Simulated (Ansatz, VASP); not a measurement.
# MoSe: VASP beside Ansatz

```xyz
2
Lattice="0.0000 2.5406 2.5406 2.5406 0.0000 2.5406 2.5406 2.5406 0.0000" Properties=species:S:1:pos:R:3 pbc="T T T"
Mo    2.5406    2.5406    2.5406
Se    0.0000    0.0000    0.0000
```

Alike in both runs: task single point; functional PBEsol; k mesh 10 × 10 × 10; occupations gaussian, width 0.05 eV; collinear spin.

|  | VASP | Ansatz |
| --- | --- | --- |
| version | VASP 6.6.1 | Ansatz 0.2.0 |
| potentials or method | VASP PAW PBE potentials, release 64 (Mo_sv, Se), cutoff 500 eV | scalar-relativistic, plane waves, PAW |
| valence electrons in the cell | 20 | 30 |

|  | VASP | Ansatz | Ansatz less VASP |
| --- | --- | --- | --- |
| pressure (GPa) | 7.4 | 6.9 | -0.49 |
| net moment per atom (μB) | 0.00 | 0.00 | -0.004 |

VASP's potentials were made for PBE, not for PBEsol. With one functional, cell and mesh, what is left measures potentials, basis and numerics. VASP's potentials hold 20 valence electrons a cell and Ansatz's 30, so a difference there can come from the potentials and not from the codes. Ansatz's warnings: seeded moment not kept.
